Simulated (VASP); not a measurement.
Wanted: the native input for a VASP 6.6.1 run.

| Quantity | Value |
| --- | --- |
| Task | single point |
| Functional | PBEsol |
| Potentials or basis | VASP PAW PBE potentials, release 64 (Mg, S) |
| Cutoff | 520 eV |
| k mesh | 8 × 8 × 8 |
| Occupations | gaussian, width 0.05 eV |
| Spin | no spin polarisation |
| Dipole correction | no |
| Further INCAR settings | ALGO = Normal; EDIFF = 1e-06; NBANDS = 11 |

The structure of MgS lies in POSCAR:

```
MgS
1.0
    0.0000000000      2.7317325000      2.4715675000
    2.7317325000      0.0000000000      2.4715675000
    2.7317325000      2.7317325000      0.0000000000
Mg S
1 1
Direct
    0.0000000000      0.0000000000      0.0000000000
    0.5000000000      0.5000000000      0.5000000000
```

This cell differs from its parent crystal: strain +0.050 along x and y, -0.050 along z.

These files were run (other wordings do the same):

INCAR

```
  PREC = Accurate
  ENCUT = 520
  EDIFF = 1E-6
  ISMEAR = 0
  SIGMA = 0.05
  LREAL = F
  LASPH = T
  NELM = 100
  ALGO = Normal
  ISIF = 2
  LWAVE = F
  LCHARG = F
  GGA = PS
  NBANDS = 11
```

KPOINTS

```
Automatic mesh
0
Gamma
  8 8 8
```

Potentials or basis: VASP PAW PBE potentials, release 64 (Mg, S).

The run is started by

```console
$ cat potpaw_PBE.64/Mg/POTCAR potpaw_PBE.64/S/POTCAR > POTCAR
$ mpirun -np 1 vasp_std > vasp.out
```

It gave:

```
Pressure               : -2.8 GPa
Band gap on the k mesh : 2.28 eV, indirect (least direct gap 3.10 eV)
```

Caveat: the cell differs from its parent crystal (strain +0.050 along x and y, -0.050 along z); the PAW data sets were made with another functional, which shifts forces and pressure a little.

Run time: 9.2 s on 1 thread of Intel(R) Xeon(R) 6975P-C (Granite Rapids), with other jobs on the host, peak memory 0.16 GiB.
